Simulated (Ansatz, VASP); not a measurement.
Si8S: VASP beside Ansatz

```xyz
9
Lattice="3.8155 0.0000 0.0000 0.0000 6.3129 0.0000 0.0000 0.0000 21.2319" Properties=species:S:1:pos:R:3 pbc="T T T"
Si    0.0000    5.9146    4.0000
Si    0.0000    3.5548    4.0000
Si    1.9078    2.7581    5.1014
Si    1.9078    0.3983    5.1014
Si    1.9078    5.8917    7.3178
Si    1.9078    3.5778    7.3178
Si    0.0000    2.6933    8.2319
Si    0.0000    0.4632    8.2319
S     0.0000    7.9541   10.4319
```

Alike in both runs: task single point; functional PBE; dispersion D3(BJ); k mesh 7 × 4 × 1; occupations gaussian, width 0.05 eV; collinear spin.

|  | VASP | Ansatz |
| --- | --- | --- |
| version | VASP 6.6.1 | Ansatz 0.2.0 |
| potentials or method | VASP PAW PBE potentials, release 64 (Si, S), cutoff 520 eV | scalar-relativistic, plane waves, PAW |
| valence electrons in the cell | 38 | 38 |

|  | VASP | Ansatz | Ansatz less VASP |
| --- | --- | --- | --- |
| gap on the k mesh at the Fermi level (eV) | none | none | - |
| rms of the force components (eV/Å) | 0.878 | 0.873 | -0.0050 |
| net moment per atom (μB) | 0.01 | 0.01 | 0.000 |
| size of the moment on the site where the two differ most (μB) | 0.04 | 0.04 | +0.005 |

Site moments also hang on the region over which each program counts them. Atom by atom the forces differ by 0.006 eV/Å (rms over components). A gap of «none» marks a metal or a gap that the smearing closes. Ansatz's warnings: seeded moment not kept, stability check not made.
